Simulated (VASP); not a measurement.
# Si7Ge (P-43m) in VASP: a series of runs

Si7Ge is run at these levels: PBEsol; tasks: single point.

Everything below comes from runs of VASP 6.6.1. Logs are shortened: lines on timing, memory, paths and dates and some standing lists are left out, and cuts for length are marked.

### 1 The cell of the first run

The structure is cubic, space group P-43m (No. 215). The conventional cell has a = 5.459 Å, b = 5.459 Å, c = 5.459 Å, α = 90.00°, β = 90.00°, γ = 90.00°. Within 3.1 Å of Si (site symmetry 3m) lie 3 Si at 2.36 Å and 1 Ge at 2.39 Å. Si (site symmetry -42m) has 4 Si at 2.36 Å within 3.1 Å. Within 3.2 Å of Ge (site symmetry -43m) lie 4 Si at 2.39 Å.

### 2 Single point, PBEsol

Contents of INCAR:

```
SYSTEM = Si7Ge
PREC = Accurate
ENCUT = 520
EDIFF = 1E-6
ISMEAR = 0
SIGMA = 0.03
LREAL = .False.
LASPH = .True.
NELM = 60
ALGO = Normal
ISIF = 2
LWAVE = .False.
LCHARG = .False.
GGA = PS
NBANDS = 31
```

Contents of KPOINTS:

```
Automatic mesh
0
Gamma
  6 6 6
  0 0 0
```

Contents of POSCAR:

```
Si7Ge
1.0
    5.4589494008      0.0000000000      0.0000000000
    0.0000000000      5.4589494008      0.0000000000
    0.0000000000      0.0000000000      5.4589494008
Si Ge
7 1
Direct
    0.2525986838      0.2525986838      0.2525986838
    0.0000000000      0.5000000000      0.5000000000
    0.5000000000      0.5000000000      0.0000000000
    0.5000000000      0.0000000000      0.5000000000
    0.7474013162      0.2525986838      0.7474013162
    0.7474013162      0.7474013162      0.2525986838
    0.2525986838      0.7474013162      0.7474013162
    0.0000000000      0.0000000000      0.0000000000
```

Potentials or basis: VASP PAW PBE potentials, release 64 (Si, Ge_d).

The run is started by

```sh
$ cat potpaw_PBE.64/Si/POTCAR potpaw_PBE.64/Ge_d/POTCAR > POTCAR
$ mpirun -np 1 vasp_std > vasp.out
```

OUTCAR:

```text
SYSTEM = Si7Ge
   PREC = Accurate
   ENCUT = 520
   EDIFF = 1E-6
   ISMEAR = 0
   LREAL = .False.
   LASPH = .True.
   NELM = 60
   ISIF = 2
   GGA = PS

 ion  position               nearest neighbor table
   1  0.253  0.253  0.253-   3 2.36   2 2.36   4 2.36   8 2.39
   2  0.000  0.500  0.500-   1 2.36   5 2.36   6 2.36   7 2.36
   3  0.500  0.500  0.000-   1 2.36   5 2.36   6 2.36   7 2.36
   4  0.500  0.000  0.500-   1 2.36   5 2.36   6 2.36   7 2.36
   5  0.747  0.253  0.747-   3 2.36   2 2.36   4 2.36   8 2.39
   6  0.747  0.747  0.253-   3 2.36   2 2.36   4 2.36   8 2.39
   7  0.253  0.747  0.747-   3 2.36   2 2.36   4 2.36   8 2.39
   8  0.000  0.000  0.000-   1 2.39   5 2.39   6 2.39   7 2.39

  LATTYP: Found a simple cubic cell.
 ALAT       =     5.4589494008

  Lattice vectors:

 A1 = (   5.4589494008,   0.0000000000,   0.0000000000)
 A2 = (   0.0000000000,   5.4589494008,   0.0000000000)
 A3 = (   0.0000000000,   0.0000000000,   5.4589494008)

Analysis of symmetry for initial positions (statically):
=====================================================================
 Subroutine PRICEL returns:
 Original cell was already a primitive cell.

 Routine SETGRP: Setting up the symmetry group for a
 simple cubic supercell.

 Subroutine GETGRP returns: Found 24 space group operations
 (whereof 24 operations were pure point group operations)
 out of a pool of 48 trial point group operations.

The static configuration has the point symmetry T_d .

Analysis of symmetry for dynamics (positions and initial velocities):
=====================================================================
 Subroutine PRICEL returns:
 Original cell was already a primitive cell.

 Routine SETGRP: Setting up the symmetry group for a
 simple cubic supercell.

 Subroutine GETGRP returns: Found 24 space group operations
 (whereof 24 operations were pure point group operations)
 out of a pool of 48 trial point group operations.

The dynamic configuration has the point symmetry T_d .

 Subroutine INISYM returns: Found 24 space group operations
 (whereof 24 operations are pure point group operations),
 and found     1 'primitive' translations

----------------------------------------------------------------------------------------

                                     Primitive cell

  volume of cell :     162.6774

  direct lattice vectors                    reciprocal lattice vectors
     5.458949401  0.000000000  0.000000000     0.183185431  0.000000000  0.000000000
     0.000000000  5.458949401  0.000000000     0.000000000  0.183185431  0.000000000
     0.000000000  0.000000000  5.458949401     0.000000000  0.000000000  0.183185431

  length of vectors
     5.458949401  5.458949401  5.458949401     0.183185431  0.183185431  0.183185431

  position of ions in fractional coordinates (direct lattice)
     0.252598684  0.252598684  0.252598684
     0.000000000  0.500000000  0.500000000
     0.500000000  0.500000000  0.000000000
     0.500000000  0.000000000  0.500000000
     0.747401316  0.252598684  0.747401316
     0.747401316  0.747401316  0.252598684
     0.252598684  0.747401316  0.747401316
     0.000000000  0.000000000  0.000000000

  ion indices of the primitive-cell ions
   primitive index   ion index
                 1           1
                 2           2
                 3           3
                 4           4
                 5           5
                 6           6
                 7           7
                 8           8

----------------------------------------------------------------------------------------

 KPOINTS: Automatic mesh

Automatic generation of k-mesh.
 Grid dimensions read from file:
 generate k-points for:    6    6    6

 Generating k-lattice:

  Cartesian coordinates                     Fractional coordinates (reciprocal lattice)
     0.030530905  0.000000000  0.000000000     0.166666667  0.000000000  0.000000000
     0.000000000  0.030530905  0.000000000     0.000000000  0.166666667  0.000000000
     0.000000000  0.000000000  0.030530905     0.000000000  0.000000000  0.166666667

  Length of vectors
     0.030530905  0.030530905  0.030530905

  Shift w.r.t. Gamma in fractional coordinates (k-lattice)
     0.000000000  0.000000000  0.000000000

 Subroutine IBZKPT returns following result:
 ===========================================

 Found     20 irreducible k-points:

 Following reciprocal coordinates:
            Coordinates               Weight
  0.000000  0.000000  0.000000      1.000000
  0.166667  0.000000  0.000000      6.000000
  0.333333  0.000000  0.000000      6.000000
  0.500000  0.000000  0.000000      3.000000
  0.166667  0.166667  0.000000     12.000000
  0.333333  0.166667  0.000000     24.000000
[... 12 lines left out ...]
  0.500000  0.500000  0.333333      6.000000
  0.500000  0.500000  0.500000      1.000000
   k-points           NKPTS =     20   k-points in BZ     NKDIM =     20   number of bands    NBANDS=     31
   number of dos      NEDOS =    301   number of ions     NIONS =      8
   total plane-waves  NPLWV =  74088
   dimension x,y,z NGX =    42 NGY =   42 NGZ =   42
   dimension x,y,z NGXF=    84 NGYF=   84 NGZF=   84
   ions per type =               7   1
   NGX,Y,Z   is equivalent  to a cutoff of  12.79, 12.79, 12.79 a.u.
   NGXF,Y,Z  is equivalent  to a cutoff of  25.58, 25.58, 25.58 a.u.
 SYSTEM =  Si7Ge
   PREC   = accura    normal or accurate (medium, high low for compatibility)
   ISTART =      0    job   : 0-new  1-cont  2-samecut
   ICHARG =      2    charge: 1-file 2-atom 10-const
   ISPIN  =      1    spin polarized calculation?
   LNONCOLLINEAR =      F non collinear calculations
   LSORBIT =      F    spin-orbit coupling
   LASPH  =      T    aspherical Exc in radial PAW
   ENCUT  =  520.0 eV  38.22 Ry    6.18 a.u.  10.15 10.15 10.15*2*pi/ulx,y,z
   NELM   =     60;   NELMIN=  2; NELMDL= -5     # of ELM steps
   EDIFF  = 0.1E-05   stopping-criterion for ELM
   LREAL  =      F    real-space projection
   EDIFFG = 0.1E-04   stopping-criterion for IOM
   NSW    =      0    number of steps for IOM
   IBRION =     -1    ionic relax: 0-MD 1-quasi-New 2-CG
   NFREE  =      0    steps in history (QN), initial steepest desc. (CG)
   ISIF   =      2    stress and relaxation
   ISYM   =      2    0-nonsym 1-usesym 2-fastsym
   POTIM  = 0.5000    time-step for ionic-motion
   TEBEG  =    0.0;   TEEND  =   0.0 temperature during run
   PSTRESS=    0.0 pullay stress
   NELECT =      42.0000    total number of electrons
   NUPDOWN=      -1.0000    fix difference up-down
   EMIN   =  10.00;   EMAX   =-10.00  energy-range for DOS
   EFERMI =   0.00;   METHOD = LEGACY
   ISMEAR =     0;   SIGMA  =   0.03  broadening in eV -4-tet -1-fermi 0-gaus
   EFERMI_NEDOS =   21; number of points for ismear=-14 and -15
   IALGO  =     38    algorithm
   IMIX   =      4    mixing-type and parameters
     AMIX     =   0.40;   BMIX     =  1.00
     AMIX_MAG =   1.60;   BMIX_MAG =  1.00
  volume/ion in A,a.u.               =      20.33       137.23
  Fermi-wavevector in a.u.,A,eV,Ry     =   1.042435  1.969916 14.785044  1.086670
  Thomas-Fermi vector in A             =   2.177100
   LORBIT       =      0    0 simple, 1 ext, 2 COOP (PROOUT), +10 PAW based schemes
   GGA     = PS    functional components
   LHFCALC =     F    Hartree Fock is set to
   AEXX    =    0.0000 exact exchange contribution
   IVDW    =     0    specifies the selected vdW correction
   LEPSILON=     F    determine dielectric tensor
   LRPA    =     F    only Hartree local field effects (RPA)
 non-spin polarized calculation
 Gauss-broadening in eV      SIGMA  =   0.03
  energy-cutoff  :      520.00
  volume of cell :      162.68
 maximum number of plane-waves:      4416
 NGX is ok and might be reduce to    42
   NGX = 21   NGY = 21   NGZ = 21

 number of electron      42.0000021 magnetization

 Free energy of the ion-electron system (eV)
  ---------------------------------------------------
  ext. energy  EPLUGINS =         0.00000000
  ---------------------------------------------------
  free energy    TOTEN  =       -45.12812844 eV

  energy without entropy =      -45.12812844  energy(sigma->0) =      -45.12812844

 E-fermi :   5.7940     XC(G=0):  -9.6389

 val. band max:        5.6557683702   @ k =   0.0000   0.0000   0.0000
 cond. band min:       5.9287952715   @ k =   0.0000   0.0000   0.0000
 fundamental gap:      0.2730269013
 Fermi energy:         5.7940224380

 k-point     1 :       0.0000    0.0000    0.0000
  band No.  band energies     occupation
      1     -18.4541      2.00000
      2     -18.4541      2.00000
      3     -18.4541      2.00000
      4     -18.4278      2.00000
      5     -18.4278      2.00000
      6      -6.4470      2.00000
[... 23 lines left out ...]
     30       8.1903      0.00000
     31       8.5612      0.00000

 k-point     2 :       0.1667    0.0000    0.0000
  band No.  band energies     occupation
      1     -18.4541      2.00000
      2     -18.4541      2.00000
      3     -18.4541      2.00000
      4     -18.4278      2.00000
      5     -18.4278      2.00000
      6      -6.3270      2.00000
[... 23 lines left out ...]
     30       8.7830      0.00000
     31       9.2644      0.00000

 k-point     3 :       0.3333    0.0000    0.0000
  band No.  band energies     occupation
      1     -18.4541      2.00000
      2     -18.4541      2.00000
      3     -18.4541      2.00000
      4     -18.4278      2.00000
      5     -18.4277      2.00000
      6      -5.9704      2.00000
[... 567 lines left out ...]
     30       9.2457      0.00000
     31       9.2464      0.00000

 k-point    20 :       0.5000    0.5000    0.5000
  band No.  band energies     occupation
      1     -18.4542      2.00000
      2     -18.4542      2.00000
      3     -18.4542      2.00000
      4     -18.4276      2.00000
      5     -18.4276      2.00000
      6      -4.4699      2.00000
[... 23 lines left out ...]
     30       9.0028      0.00000
     31       9.0028      0.00000

------------------------ aborting loop because EDIFF is reached ----------------------------------------

  FORCE on cell =-STRESS in cart. coord.  units (eV):
  Direction    XX          YY          ZZ          XY          YZ          ZX
  --------------------------------------------------------------------------------------
  -------------------------------------------------------------------------------------
  Total        0.0720147      0.0720147      0.0720147     -0.0000000     -0.0000000     -0.0000000
  in kB        0.7092584      0.7092584      0.7092584     -0.0000000     -0.0000000     -0.0000000
  external PRESSURE =       0.7092584 kB  Pullay stress =       0.0000000 kB

 VOLUME and BASIS-vectors are now :
 -----------------------------------------------------------------------------
  energy-cutoff  :      520.00
  volume of cell :      162.68
      direct lattice vectors                 reciprocal lattice vectors
     5.458949401  0.000000000  0.000000000     0.183185431  0.000000000  0.000000000
     0.000000000  5.458949401  0.000000000     0.000000000  0.183185431  0.000000000
     0.000000000  0.000000000  5.458949401     0.000000000  0.000000000  0.183185431

 POSITION                                       TOTAL-FORCE (eV/Angst)
 -----------------------------------------------------------------------------------
      1.37892      1.37892      1.37892        -0.005357     -0.005357     -0.005357
      0.00000      2.72947      2.72947         0.000000      0.000000     -0.000000
      2.72947      2.72947      0.00000        -0.000000     -0.000000     -0.000000
      2.72947      0.00000      2.72947         0.000000      0.000000     -0.000000
      4.08003      1.37892      4.08003         0.005357     -0.005357      0.005357
      4.08003      4.08003      1.37892         0.005357      0.005357     -0.005357
      1.37892      4.08003      4.08003        -0.005357      0.005357      0.005357
      0.00000      0.00000      0.00000        -0.000000      0.000000     -0.000000
 -----------------------------------------------------------------------------------
    total drift:                               -0.000000     -0.000000      0.000000

  FREE ENERGIE OF THE ION-ELECTRON SYSTEM (eV)
  ---------------------------------------------------
  free  energy   TOTEN  =       -45.1281284374 eV

  energy  without entropy=      -45.1281284374  energy(sigma->0) =      -45.12812844
```

Wall time 53 s (1 thread of AMD EPYC 7R13 (Zen 3), shared host); peak memory 0.26 GiB.

Results:

| Quantity | Value |
| --- | --- |
| Free energy | -45.1281 eV |
| Pressure | 0.1 GPa |
| Largest force | 0.009 eV/Å |
| Band gap on the k mesh | 0.27 eV, direct |

Forces on the atoms (eV/Å):
```
Si  -0.005 -0.005 -0.005
Si   0.000  0.000  0.000
Si   0.000  0.000  0.000
Si   0.000  0.000  0.000
Si   0.005 -0.005  0.005
Si   0.005  0.005 -0.005
Si  -0.005  0.005  0.005
Ge   0.000  0.000  0.000
```

Caveat: the PAW data sets were made with another functional, which shifts forces and pressure a little.

[end of part 1 of 2]
